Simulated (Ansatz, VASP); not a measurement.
## AlAs: VASP beside Ansatz

```
Al As
1.0
     0.00000    2.83219    2.83219
     2.83219    0.00000    2.83219
     2.83219    2.83219    0.00000
Al As
1 1
Direct
  0.00000 0.00000 0.00000
  0.25000 0.25000 0.25000
```

Alike in both runs: task single point; functional PBE; dispersion D3(BJ); k mesh 8 × 8 × 8; occupations gaussian, width 0.02 eV; no spin polarisation.

|  | VASP | Ansatz |
| --- | --- | --- |
| version | VASP 6.6.1 | Ansatz 0.2.0 |
| potentials or method | VASP PAW PBE potentials, release 64 (Al, As), cutoff 500 eV | scalar-relativistic, plane waves, PAW |
| valence electrons in the cell | 8 | 18 |

```csv
,VASP,Ansatz,Ansatz less VASP
gap on the k mesh at the Fermi level (eV),1.44,1.45,+0.011
least direct gap on the mesh (eV),2.05,2.04,-0.005
pressure (GPa),0.2,0.0,-0.20
```

VASP's potentials hold 8 valence electrons a cell and Ansatz's 18, so a difference there can come from the potentials and not from the codes.
